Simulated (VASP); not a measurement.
Here is a VASP 6.6.1 calculation.

Contents of INCAR:

```
SYSTEM = Ta4F
PREC = Accurate ; ENCUT = 520
EDIFF = 1E-6 ; ISMEAR = 0
SIGMA = 0.1 ; LREAL = .FALSE.
LASPH = .TRUE. ; NELM = 100
ALGO = Normal ; ISIF = 2
LWAVE = .FALSE. ; LCHARG = .FALSE.
LDIPOL = .TRUE. ; IDIPOL = 3
DIPOL = 0.5 0.5 0.352 ; NBANDS = 34
```

KPOINTS

```
regular mesh
0
G
  8 8 1
  0 0 0
```

POSCAR

```
Ta4F
1.0
    3.2528501167      0.0000000000      0.0000000000
    0.0000000000      3.2528501167      0.0000000000
    0.0000000000      0.0000000000     20.2133955742
Ta F
4 1
Direct
    0.5000000000      0.5000000000      0.1978885727
    0.0000000000      0.0000000000      0.2783513061
    0.5000000000      0.5000000000      0.3580225065
    0.0000000000      0.0000000000      0.4310703534
    0.2500000000      0.5000000000      0.4947392651
```

Potentials or basis: VASP PAW LDA potentials, release 64 (Ta_pv, F).

The run is started by

```bash
$ cat potpaw_LDA.64/Ta_pv/POTCAR potpaw_LDA.64/F/POTCAR > POTCAR
$ mpirun -np 1 vasp_std > vasp.out
```

Q: Estimate the largest force.

A: 1.587 eV/Å.

Q: Predict the band gap on the k mesh.

A: Zero (an odd number of electrons rules out a gap without spin polarisation).

Forces on the atoms (eV/Å):
```
Ta   0.054  0.000  0.869
Ta   0.026  0.000 -0.788
Ta  -0.251  0.000 -1.306
Ta   1.060  0.000  1.180
F   -0.889  0.000  0.045
```

Caveat: spin-orbit coupling is left out, which moves the levels of the heavy elements; an odd number of electrons without spin polarisation forces a metal; a magnetic or distorted state may lie lower.
